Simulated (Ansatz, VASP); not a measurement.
YS in VASP and in Ansatz

```
CELL_PARAMETERS angstrom
0.00000 2.77975 2.77975
2.77975 0.00000 2.77975
2.77975 2.77975 0.00000
ATOMIC_POSITIONS crystal
Y 0.50000 0.50000 0.50000
S 0.00000 0.00000 0.00000
```

Change from the starting cell: volume scaled by 1.04, crystal datasets.

Alike in both runs: task electric field gradients; functional LDA; k mesh 8 × 8 × 8; occupations fermi-dirac, width 0.01 eV; no spin polarisation.

```csv
,VASP,Ansatz
version,VASP 6.6.1,Ansatz 0.2.0
potentials or method,"VASP PAW LDA potentials, release 64 (Y_sv, S), cutoff 520 eV","all-electron PAW with datasets made for the crystal, scalar-relativistic"
```

|  | VASP | Ansatz | Ansatz less VASP |
| --- | --- | --- | --- |
| pressure (GPa) | -7.1 | -7.1 | -0.03 |

LDA's correlation is that of Perdew and Zunger in VASP and of Perdew and Wang (1992) in Ansatz. Ansatz ran all-electron here, and VASP with PAW potentials.
